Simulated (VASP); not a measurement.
Input of a VASP 6.6.1 run:

File INCAR:

```
SYSTEM = MnO2
PREC = Accurate
ENCUT = 520
EDIFF = 1E-7
ISMEAR = -1
SIGMA = 0.05
LREAL = .FALSE.
LASPH = .TRUE.
NELM = 150
ALGO = Normal
ISIF = 2
LWAVE = .FALSE.
LCHARG = .TRUE.
ISPIN = 2
MAGMOM = 4 0 0
LORBIT = 11
LMAXMIX = 4
GGA = PS
LELF = .TRUE.
LVHAR = .TRUE.
NBANDS = 24
```

File KPOINTS:

```
Automatic mesh
0
G
  11 11 11
  0 0 0
```

The input POSCAR:

```
MnO2
1.0
    1.4378949485      0.8301690355      4.6142895739
   -1.4378949485      0.8301690355      4.6142895739
    0.0000000000     -1.6603380711      4.6142895739
Mn O
1 2
Direct
    0.0000000000      0.0000000000      0.0000000000
    0.7356355100      0.7356355100      0.7356355100
    0.2643644900      0.2643644900      0.2643644900
```

Potentials or basis: VASP PAW PBE potentials, release 64 (Mn_pv, O).

Launch:

```console
$ cat potpaw_PBE.64/Mn_pv/POTCAR potpaw_PBE.64/O/POTCAR > POTCAR
$ mpirun -np 1 vasp_std > vasp.out
```

(1) Estimate the net moment.

(2) Estimate the site moments.

Answers

(1) 3.00 μB per cell.

(2) Mn +2.86; O +0.03 μB.

Caveat: the cell stands under tension; a cell with one magnetic atom can't hold antiferromagnetic order, which such compounds often take.
